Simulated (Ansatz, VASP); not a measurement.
**Two plane-wave programs on Sr2SO**

```
Sr S O
1.0
     4.04324    0.00000    0.00000
     0.00000    4.04324    0.00000
     0.00000    0.00000    5.71800
Sr S O
2 1 1
Direct
  0.50000 0.50000 0.50000
  0.00000 0.00000 0.00000
  0.00000 0.00000 0.50000
  0.50000 0.50000 0.00000
```

Alike in both runs: functional LDA; k mesh 4 × 4 × 3; occupations fermi-dirac, width 0.05 eV; no spin polarisation.

|  | VASP | Ansatz |
| --- | --- | --- |
| version | VASP 6.6.1 | Ansatz 0.2.0 |
| potentials or method | VASP PAW LDA potentials, release 64 (Sr_sv, S, O) | Ansatz PAW |
| plane-wave cutoff (eV) | 520 | 420 |
| valence electrons in the cell | 32 | 32 |
| task | single point | projected density of states |

|  | VASP | Ansatz | Ansatz less VASP |
| --- | --- | --- | --- |
| gap on the k mesh at the Fermi level (eV) | 2.11 | 2.14 | +0.029 |
| least direct gap on the mesh (eV) | 2.11 | 2.14 | +0.029 |
| pressure (GPa) | -4.5 | -4.7 | -0.27 |
| traceless stress, the component that is largest in VASP (GPa) | 0.10 | 0.10 | -0.002 |

LDA's correlation is that of Perdew and Zunger in VASP and of Perdew and Wang (1992) in Ansatz.

Noted on Ansatz's run: odd divisions of the mesh miss points on the zone boundary, where band edges often lie, so the gap on the mesh can be too wide.
